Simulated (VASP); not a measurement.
# Na (Fmmm) in VASP: a series of runs

Na is run at these levels: PBE; tasks: single point.

Program: VASP 6.6.1. These are calculated values, not measurements. Logs are shortened: lines on timing, memory, paths and dates and some standing lists are left out, and cuts for length are marked.

## (1) The cell of the first run

It takes space group Fmmm (No. 69, orthorhombic). Conventional cell: a = 4.235 Å, b = 5.690 Å, c = 6.289 Å, α = 90.00°, β = 90.00°, γ = 90.00°. Within 4.7 Å of Na (site symmetry mmm) lie 14 Na at 3.55 to 4.24 Å.

## (2) Single point, PBE (strain -0.1000 x Voigt [0, 0, 0, 0, 1, 0])

Contents of INCAR:

```
SYSTEM = Na
PREC = Accurate
ENCUT = 520
EDIFF = 1E-7
ISMEAR = 0
SIGMA = 0.15
LREAL = .FALSE.
LASPH = .TRUE.
NELM = 100
ALGO = Fast
ISIF = 2
LWAVE = .FALSE.
LCHARG = .TRUE.
GGA = PE
LELF = .TRUE.
LVHAR = .TRUE.
NBANDS = 10
```

Contents of KPOINTS:

```
Automatic mesh
0
G
  16 16 16
  0 0 0
```

Contents of POSCAR:

```
Na
1.0
   -2.2233750000      2.1175000000      2.2233750000
    2.0116250000     -2.1175000000      2.0116250000
    2.2233750000      2.1175000000     -2.2233750000
Na
1
Direct
    0.0000000000      0.0000000000      0.0000000000
```

Potentials or basis: VASP PAW PBE potentials, release 64 (Na_pv).

Run with:

```
$ cat potpaw_PBE.64/Na_pv/POTCAR > POTCAR
$ mpirun -np 1 vasp_std > vasp.out
```

OUTCAR:

```text
SYSTEM = Na
   PREC = Accurate
   ENCUT = 520
   EDIFF = 1E-7
   ISMEAR = 0
   LREAL = .FALSE.
   LASPH = .TRUE.
   NELM = 100
   ISIF = 2
   GGA = PE

 ion  position               nearest neighbor table
   1  0.000  0.000  0.000-

  LATTYP: Found a face centered orthorhombic cell.
 ALAT       =     4.2350000000
 B/A-ratio  =     1.3435028843
 C/A-ratio  =     1.4849242405

  Lattice vectors:

 A1 = (   4.2350000000,   0.0000000000,  -0.2117500000)
 A2 = (   2.2233750000,   2.1175000000,  -2.2233750000)
 A3 = (   2.0116250000,   2.1175000000,   2.0116250000)

Analysis of symmetry for initial positions (statically):
=====================================================================
 Subroutine PRICEL returns:
 Original cell was already a primitive cell.

 Routine SETGRP: Setting up the symmetry group for a
 face centered orthorhombic supercell.

 Subroutine GETGRP returns: Found  8 space group operations
 (whereof  8 operations were pure point group operations)
 out of a pool of  8 trial point group operations.

The static configuration has the point symmetry D_2h.

Analysis of symmetry for dynamics (positions and initial velocities):
=====================================================================
 Subroutine PRICEL returns:
 Original cell was already a primitive cell.

 Routine SETGRP: Setting up the symmetry group for a
 face centered orthorhombic supercell.

 Subroutine GETGRP returns: Found  8 space group operations
 (whereof  8 operations were pure point group operations)
 out of a pool of  8 trial point group operations.

The dynamic configuration has the point symmetry D_2h.

 Subroutine INISYM returns: Found  8 space group operations
 (whereof  8 operations are pure point group operations),
 and found     1 'primitive' translations

----------------------------------------------------------------------------------------

                                     Primitive cell

  volume of cell :      37.8829

  direct lattice vectors                    reciprocal lattice vectors
    -2.223375000  2.117500000  2.223375000     0.011835965  0.236127509  0.236719307
     2.011625000 -2.117500000  2.011625000     0.248555272  0.000000000  0.248555272
     2.223375000  2.117500000 -2.223375000     0.236719307  0.236127509  0.011835965

  length of vectors
     3.790857295  3.546417422  3.790857295     0.334562880  0.351510237  0.334562880

  position of ions in fractional coordinates (direct lattice)
     0.000000000  0.000000000  0.000000000

  ion indices of the primitive-cell ions
   primitive index   ion index
                 1           1

----------------------------------------------------------------------------------------

 KPOINTS: Automatic mesh

Automatic generation of k-mesh.
 Grid dimensions read from file:
 generate k-points for:   16   16   16

 Generating k-lattice:

  Cartesian coordinates                     Fractional coordinates (reciprocal lattice)
     0.000739748  0.014757969  0.014794957     0.062500000  0.000000000  0.000000000
     0.015534705  0.000000000  0.015534705     0.000000000  0.062500000  0.000000000
     0.014794957  0.014757969  0.000739748    -0.000000000  0.000000000  0.062500000

  Length of vectors
     0.020910180  0.021969390  0.020910180

  Shift w.r.t. Gamma in fractional coordinates (k-lattice)
     0.000000000  0.000000000  0.000000000

 Subroutine IBZKPT returns following result:
 ===========================================

 Found    621 irreducible k-points:

 Following reciprocal coordinates:
            Coordinates               Weight
  0.000000  0.000000  0.000000      1.000000
  0.062500  0.000000  0.000000      8.000000
  0.125000  0.000000  0.000000      8.000000
  0.187500  0.000000 -0.000000      8.000000
  0.250000  0.000000  0.000000      8.000000
  0.312500 -0.000000 -0.000000      8.000000
[... 16 lines left out ...]
 -0.187500  0.062500  0.000000      8.000000
 -0.125000  0.062500  0.000000      4.000000
 [... further k-points ...]
   k-points           NKPTS =    621   k-points in BZ     NKDIM =    621   number of bands    NBANDS=     10
   number of dos      NEDOS =    301   number of ions     NIONS =      1
   total plane-waves  NPLWV =  21952
   dimension x,y,z NGX =    28 NGY =   28 NGZ =   28
   dimension x,y,z NGXF=    56 NGYF=   56 NGZF=   56
   ions per type =               1
   NGX,Y,Z   is equivalent  to a cutoff of  12.28, 13.13, 12.28 a.u.
   NGXF,Y,Z  is equivalent  to a cutoff of  24.56, 26.25, 24.56 a.u.
 SYSTEM =  Na
   PREC   = accura    normal or accurate (medium, high low for compatibility)
   ISTART =      0    job   : 0-new  1-cont  2-samecut
   ICHARG =      2    charge: 1-file 2-atom 10-const
   ISPIN  =      1    spin polarized calculation?
   LNONCOLLINEAR =      F non collinear calculations
   LSORBIT =      F    spin-orbit coupling
   LASPH  =      T    aspherical Exc in radial PAW
   ENCUT  =  520.0 eV  38.22 Ry    6.18 a.u.   7.05  6.59  7.05*2*pi/ulx,y,z
   NELM   =    100;   NELMIN=  2; NELMDL= -5     # of ELM steps
   EDIFF  = 0.1E-06   stopping-criterion for ELM
   LREAL  =      F    real-space projection
   EDIFFG = 0.1E-05   stopping-criterion for IOM
   NSW    =      0    number of steps for IOM
   IBRION =     -1    ionic relax: 0-MD 1-quasi-New 2-CG
   NFREE  =      0    steps in history (QN), initial steepest desc. (CG)
   ISIF   =      2    stress and relaxation
   ISYM   =      2    0-nonsym 1-usesym 2-fastsym
   POTIM  = 0.5000    time-step for ionic-motion
   TEBEG  =    0.0;   TEEND  =   0.0 temperature during run
   PSTRESS=    0.0 pullay stress
   NELECT =       7.0000    total number of electrons
   NUPDOWN=      -1.0000    fix difference up-down
   EMIN   =  10.00;   EMAX   =-10.00  energy-range for DOS
   EFERMI =   0.00;   METHOD = LEGACY
   ISMEAR =     0;   SIGMA  =   0.15  broadening in eV -4-tet -1-fermi 0-gaus
   EFERMI_NEDOS =   21; number of points for ismear=-14 and -15
   IALGO  =     68    algorithm
   IMIX   =      4    mixing-type and parameters
     AMIX     =   0.40;   BMIX     =  1.00
     AMIX_MAG =   1.60;   BMIX_MAG =  1.00
  volume/ion in A,a.u.               =      37.88       255.65
  Fermi-wavevector in a.u.,A,eV,Ry     =   0.932452  1.762079 11.829812  0.869467
  Thomas-Fermi vector in A             =   2.059051
   LORBIT       =      0    0 simple, 1 ext, 2 COOP (PROOUT), +10 PAW based schemes
   GGA     = PE    functional components
   LHFCALC =     F    Hartree Fock is set to
   AEXX    =    0.0000 exact exchange contribution
   IVDW    =     0    specifies the selected vdW correction
   LEPSILON=     F    determine dielectric tensor
   LRPA    =     F    only Hartree local field effects (RPA)
 non-spin polarized calculation
 RMM-DIIS sequential band-by-band and
 Gauss-broadening in eV      SIGMA  =   0.15
  energy-cutoff  :      520.00
  volume of cell :       37.88
 maximum number of plane-waves:      1048
   NGX = 15   NGY = 13   NGZ = 15

 number of electron       7.0000009 magnetization

 Free energy of the ion-electron system (eV)
  ---------------------------------------------------
  ext. energy  EPLUGINS =         0.00000000
  ---------------------------------------------------
  free energy    TOTEN  =        -1.30619183 eV

  energy without entropy =       -1.30069779  energy(sigma->0) =       -1.30344481

 E-fermi :   0.2839     XC(G=0):  -6.4456

 val. band max:        0.2835189792   @ k =   0.3750  -0.4375   0.1875
 cond. band min:       0.2990199010   @ k =   0.2500   0.0000   0.2500
 fundamental gap:      0.0155009218
 Fermi energy:         0.2838643077

 k-point     1 :       0.0000    0.0000    0.0000
  band No.  band energies     occupation
      1     -24.6615      2.00000
      2     -24.6605      2.00000
      3     -24.6594      2.00000
      4      -2.9646      2.00000
      5      11.0090      0.00000
      6      11.6409      0.00000
      7      11.9596      0.00000
      8      12.1382      0.00000
      9      12.8954      0.00000
     10      13.4474      0.00000

 k-point     2 :       0.0625    0.0000    0.0000
  band No.  band energies     occupation
      1     -24.6625      2.00000
      2     -24.6609      2.00000
      3     -24.6597      2.00000
      4      -2.8966      2.00000
      5      10.5206      0.00000
      6      10.9465      0.00000
      7      11.5379      0.00000
      8      12.3962      0.00000
      9      12.4785      0.00000
     10      13.0895      0.00000

 k-point     3 :       0.1250    0.0000    0.0000
  band No.  band energies     occupation
      1     -24.6664      2.00000
      2     -24.6616      2.00000
      3     -24.6601      2.00000
      4      -2.6931      2.00000
      5       9.2634      0.00000
      6      10.0190      0.00000
      7      10.8319      0.00000
      8      11.9611      0.00000
      9      12.6287      0.00000
     10      13.2147      0.00000

 k-point     4 :       0.1875    0.0000   -0.0000
  band No.  band energies     occupation
      1     -24.6723      2.00000
      2     -24.6629      2.00000
      3     -24.6602      2.00000
      4      -2.3558      2.00000
      5       7.7109      0.00000
      6       9.4362      0.00000
      7      10.1823      0.00000
      8      11.4503      0.00000
      9      12.2126      0.00000
     10      13.7714      0.00000

 k-point     5 :       0.2500    0.0000    0.0000
  band No.  band energies     occupation
      1     -24.6793      2.00000
      2     -24.6646      2.00000
      3     -24.6602      2.00000
      4      -1.8871      2.00000
      5       6.2195      0.00000
      6       8.9726      0.00000
      7       9.6205      0.00000
      8      11.0043      0.00000
      9      11.7687      0.00000
     10      14.2944      0.00000

 k-point     6 :       0.3125   -0.0000   -0.0000
  band No.  band energies     occupation
      1     -24.6863      2.00000
      2     -24.6664      2.00000
      3     -24.6602      2.00000
      4      -1.2906      2.00000
      5       4.8224      0.00000
      6       8.6202      0.00000
      7       9.1648      0.00000
      8      10.6611      0.00000
      9      11.3577      0.00000
     10      14.8648      0.00000
[... 183 lines left out ...]
 k-point    21 :      -0.3125    0.0625    0.0000
  band No.  band energies     occupation
      1     -24.6806      2.00000
      2     -24.6670      2.00000
      3     -24.6609      2.00000
      4      -1.5824      2.00000
      5       5.6138      0.00000
      6       8.2464      0.00000
      7       9.1803      0.00000
      8      10.3956      0.00000
      9      12.8621      0.00000
     10      13.8121      0.00000

 k-point    22 :      -0.2500    0.0625    0.0000
  band No.  band energies     occupation
      1     -24.6736      2.00000
      2     -24.6653      2.00000
      3     -24.6609      2.00000
      4      -2.1084      2.00000
      5       7.0468      0.00000
      6       8.6560      0.00000
      7       9.5819      0.00000
      8      10.8927      0.00000
      9      12.9857      0.00000
     10      13.7024      0.00000

 k-point    23 :      -0.1875    0.0625    0.0000
  band No.  band energies     occupation
      1     -24.6674      2.00000
      2     -24.6638      2.00000
      3     -24.6606      2.00000
      4      -2.5045      2.00000
      5       8.5351      0.00000
      6       9.1876      0.00000
      7      10.1078      0.00000
      8      11.4187      0.00000
      9      12.8695      0.00000
     10      13.8877      0.00000

 k-point    24 :      -0.1250    0.0625    0.0000
  band No.  band energies     occupation
      1     -24.6631      2.00000
      2     -24.6628      2.00000
      3     -24.6602      2.00000
      4      -2.7679      2.00000
      5       9.7851      0.00000
      6       9.9930      0.00000
      7      10.8199      0.00000
      8      11.8380      0.00000
      9      12.9179      0.00000
     10      13.4040      0.00000

 [... further k-points ...]
[... 5 lines left out ...]
  --------------------------------------------------------------------------------------
  -------------------------------------------------------------------------------------
  Total       -0.0479130     -0.0212865     -0.0479130     -0.0000000     -0.0000000      0.1490875
  in kB       -2.0263816     -0.9002684     -2.0263816     -0.0000000     -0.0000000      6.3053435
  external PRESSURE =      -1.6510105 kB  Pullay stress =       0.0000000 kB

 VOLUME and BASIS-vectors are now :
 -----------------------------------------------------------------------------
  energy-cutoff  :      520.00
  volume of cell :       37.88
      direct lattice vectors                 reciprocal lattice vectors
    -2.223375000  2.117500000  2.223375000     0.011835965  0.236127509  0.236719307
     2.011625000 -2.117500000  2.011625000     0.248555272  0.000000000  0.248555272
     2.223375000  2.117500000 -2.223375000     0.236719307  0.236127509  0.011835965

 POSITION                                       TOTAL-FORCE (eV/Angst)
 -----------------------------------------------------------------------------------
      0.00000      0.00000      0.00000         0.000000      0.000000      0.000000
 -----------------------------------------------------------------------------------
    total drift:                               -0.000000     -0.000000     -0.000000

  FREE ENERGIE OF THE ION-ELECTRON SYSTEM (eV)
  ---------------------------------------------------
  free  energy   TOTEN  =        -1.3061918310 eV

  energy  without entropy=       -1.3006977865  energy(sigma->0) =       -1.30344481
```

Run time: 2.1 min. Hardware: 1 thread of Intel Xeon 6975P-C, shared host; peak memory 0.3 GiB.

What came out:

| Item | Value |
| --- | --- |
| Free energy | -1.3062 eV |
| Pressure | -0.2 GPa |

Stress tensor (GPa, compression positive):
```
-0.20  0.00  0.63
 0.00 -0.09  0.00
 0.63  0.00 -0.20
```

Levels at points of the mesh, in eV from the Fermi level:
```tsv
k point	band 1	band 2	band 3	band 4	band 5	band 6
(0.00, 0.00, 0.00)	-24.95	-24.94	-24.94	-3.25	10.73	11.36
(0.50, 0.00, 0.00)	-24.98	-24.95	-24.94	0.74	1.19	7.91
(0.00, 0.50, 0.00)	-24.99	-24.96	-24.94	1.13	1.65	7.84
(0.50, 0.00, 0.50)	-24.97	-24.95	-24.95	0.40	0.74	8.38
(0.50, 0.50, 0.50)	-24.98	-24.97	-24.96	4.46	4.53	4.75
```

Caveat: the cell differs from its parent crystal (strain -0.1000 x Voigt [0, 0, 0, 0, 1, 0]).

## (3) Single point, PBE (strain +0.0750 x Voigt [0, 0, 0, 0, 1, 0])

Contents of INCAR:

```
SYSTEM = Na
PREC = Accurate
ENCUT = 520
EDIFF = 1E-7
ISMEAR = 0
SIGMA = 0.15
LREAL = .FALSE.
LASPH = .TRUE.
NELM = 80
ALGO = Fast
ISIF = 2
LWAVE = .FALSE.
LCHARG = .FALSE.
GGA = PE
NBANDS = 10
```

Contents of KPOINTS:

```
regular mesh
0
G
  16 16 16
  0 0 0
```

Contents of POSCAR:

```
Na
1.0
   -2.0380937500      2.1175000000      2.0380937500
    2.1969062500     -2.1175000000      2.1969062500
    2.0380937500      2.1175000000     -2.0380937500
Na
1
Direct
    0.0000000000      0.0000000000      0.0000000000
```

Potentials or basis: VASP PAW PBE potentials, release 64 (Na_pv).

Run with:

```
$ cat potpaw_PBE.64/Na_pv/POTCAR > POTCAR
$ mpirun -np 1 vasp_std > vasp.out
```

It took 2.2 min on 1 thread of Intel Xeon 6975P-C, shared host; peak memory 0.3 GiB.

It converged, with:

```yaml
Free_energy: -1.3094 eV
Pressure: -0.2 GPa
```

Stress tensor (GPa, compression positive):
```
-0.21  0.00 -0.47
 0.00 -0.14  0.00
-0.47  0.00 -0.21
```

Levels at points of the mesh, in eV from the Fermi level:
```tsv
k point	band 1	band 2	band 3	band 4	band 5	band 6
(0.00, 0.00, 0.00)	-24.94	-24.94	-24.93	-3.24	11.00	11.40
(0.50, 0.00, 0.00)	-24.97	-24.95	-24.94	0.74	1.19	7.99
(0.00, 0.50, 0.00)	-24.96	-24.94	-24.94	0.49	0.85	8.31
(0.50, 0.00, 0.50)	-24.98	-24.95	-24.93	1.03	1.53	7.90
(0.50, 0.50, 0.50)	-24.97	-24.96	-24.95	4.47	4.51	4.76
```

Caveat: the cell differs from its parent crystal (strain +0.0750 x Voigt [0, 0, 0, 0, 1, 0]).

## (4) Single point, PBE (strain +0.0875 x Voigt [0, 0, 0, 0, 1, 0])

Contents of INCAR:

```
PREC = Accurate ; ENCUT = 520
EDIFF = 1E-7 ; ISMEAR = 0
SIGMA = 0.15 ; LREAL = False
LASPH = True ; NELM = 100
ALGO = Fast ; ISIF = 2
LWAVE = False ; LCHARG = True
GGA = PE ; LELF = True
LVHAR = True ; NBANDS = 10
```

Contents of KPOINTS:

```
Automatic mesh
0
Gamma
  16 16 16
```

Contents of POSCAR:

```
Na
1.0
   -2.0248593750      2.1175000000      2.0248593750
    2.2101406250     -2.1175000000      2.2101406250
    2.0248593750      2.1175000000     -2.0248593750
Na
1
Direct
    0.0000000000      0.0000000000      0.0000000000
```

Run with:

```
$ cat potpaw_PBE.64/Na_pv/POTCAR > POTCAR
$ mpirun -np 1 vasp_std > vasp.out
```

Run time: 2.2 min. Hardware: 1 thread of Intel Xeon 6975P-C, shared host; peak memory 0.3 GiB.

It converged, with:

```
Free energy : -1.3079 eV
Pressure    : -0.2 GPa
```

Stress tensor (GPa, compression positive):
```
-0.20  0.00 -0.55
 0.00 -0.12  0.00
-0.55  0.00 -0.20
```

Levels at points of the mesh, in eV from the Fermi level:
```tsv
k point	band 1	band 2	band 3	band 4	band 5	band 6	band 7	band 8
(0.00, 0.00, 0.00)	-24.94	-24.94	-24.94	-3.24	10.86	11.38	11.82	11.86
(0.50, 0.00, 0.00)	-24.98	-24.95	-24.94	0.74	1.19	7.95	8.35	9.85
(0.00, 0.50, 0.00)	-24.97	-24.95	-24.94	0.45	0.79	8.35	9.42	9.45
(0.50, 0.00, 0.50)	-24.98	-24.96	-24.94	1.08	1.59	7.87	8.57	8.81
(0.50, 0.50, 0.50)	-24.97	-24.97	-24.95	4.47	4.52	4.75	4.80	4.94
```

Caveat: the cell differs from its parent crystal (strain +0.0875 x Voigt [0, 0, 0, 0, 1, 0]).

## (5) The runs side by side

```tsv
cell	gap on the mesh (eV)	pressure (GPa)
a = 3.791, b = 3.546 Å, angles 109.5, 112.1, 109.5°, 1 atom	none	-0.2
a = 3.577, b = 3.760 Å, angles 109.5, 107.4, 109.5°, 1 atom	none	-0.2
a = 3.561, b = 3.775 Å, angles 109.5, 107.0, 109.5°, 1 atom	none	-0.2
```

Alike in all rows: task single point; level PBE; potentials or basis VASP PAW PBE potentials, release 64 (Na_pv); no spin polarisation; k mesh 16 × 16 × 16; cutoff (eV) 520; smearing gaussian 0.15 eV.

Absolute energies hang on the potentials; compare differences alone.
